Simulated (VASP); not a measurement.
**MgCd2S3: relaxation of cell and atoms with PBE**

Crystal: MgCd2S3.

```
Mg Cd S
1.0
     4.13774    0.00000    0.00000
    -2.06887    3.58338    0.00000
     0.00000    0.00000   10.11178
Mg Cd S
1 2 3
Direct
  0.66667 0.33333 0.33126
  0.00000 0.00000 0.00521
  0.33333 0.66667 0.66323
  0.33333 0.66667 0.91642
  0.66667 0.33333 0.57488
  0.00000 0.00000 0.25900
```

```json
{
  "Program": "VASP 6.6.1",
  "Task": "relaxation of cell and atoms",
  "Functional": "PBE",
  "Potentials or basis": "VASP PAW PBE potentials, release 64 (Mg, Cd, S)",
  "Cutoff": "600 eV",
  "k mesh": "12 × 12 × 4",
  "Occupations": "gaussian, width 0.02 eV",
  "Spin": "no spin polarisation",
  "Dipole correction": "no",
  "Further INCAR settings": "ALGO = Normal; EDIFF = 1e-06; IBRION = 2; EDIFFG = -0.01; NSW = 100; ISIF = 3"
}
```

```json
{"Relaxed volume": "25.10 Å³/atom", "Relaxed cell": "a = 4.143 Å, b = 4.143 Å, c = 10.131 Å, α = 90.00°, β = 90.00°, γ = 120.00°", "Space group after relaxing (to 0.1 Å)": "P3m1 (No. 156)", "Energy gained by relaxing": "0.1 meV/atom", "Ionic steps": "10", "Pressure after relaxing": "0.0 GPa", "Largest force after relaxing": "0.007 eV/Å", "Band gap on the k mesh": "1.52 eV"}
```

Forces on the atoms (eV/Å):
```
Mg   0.000  0.000 -0.004
Cd   0.000  0.000  0.007
Cd   0.000  0.000 -0.004
S    0.000  0.000  0.000
S    0.000  0.000  0.004
S    0.000  0.000 -0.003
```

Step by step:
| step | energy change (eV) | largest force (eV/Å) | pressure (GPa) | volume (Å³) |
| --- | --- | --- | --- | --- |
| 1 | 0.0000 | 0.0451 | 0.24 | 149.93 |
| 2 | -0.0006 | 0.0225 | -0.08 | 150.73 |
| 3 | -0.0006 | 0.0266 | -0.05 | 150.59 |
| 4 | -0.0006 | 0.0288 | 0.02 | 150.52 |
| 5 | -0.0006 | 0.0277 | 0.00 | 150.56 |
| 6 | -0.0006 | 0.0270 | 0.00 | 150.57 |
| 7 | -0.0006 | 0.0184 | 0.00 | 150.55 |
| 8 | -0.0006 | 0.0161 | 0.02 | 150.50 |
| 9 | -0.0007 | 0.0158 | 0.02 | 150.51 |
| 10 | -0.0007 | 0.0066 | -0.02 | 150.60 |

Final structure:
```xyz
6
Lattice="4.1430 0.0000 0.0000 -2.0715 3.5879 0.0000 0.0000 0.0000 10.1310" Properties=species:S:1:pos:R:3 pbc="T T T"
Mg    2.0715    1.1960    3.3559
Cd    0.0000    0.0000    0.0559
Cd    0.0000    2.3920    6.7190
S     0.0000    2.3920    9.2837
S     2.0715    1.1960    5.8178
S     4.1430    0.0000    2.6279
```

Levels at points of the mesh, in eV from the valence-band top:
```tsv
k point	band 20	band 21	band 22	band 23	band 24	band 25
(0.00, 0.00, 0.00)	-0.15	0.00	0.00	1.52	3.16	3.83
(0.50, 0.00, 0.00)	-1.32	-1.06	-0.84	3.53	3.96	4.18
(0.00, 0.00, 0.50)	-0.32	-0.05	-0.05	2.41	2.75	3.75
(0.50, 0.00, 0.50)	-1.34	-0.73	-0.67	3.27	4.06	4.27
```

Wall time 37 min on 1 thread of Oxide Virtual Turin-like Processor, with other jobs on the host, peak memory 0.53 GiB.

A k mesh can miss the band edges.
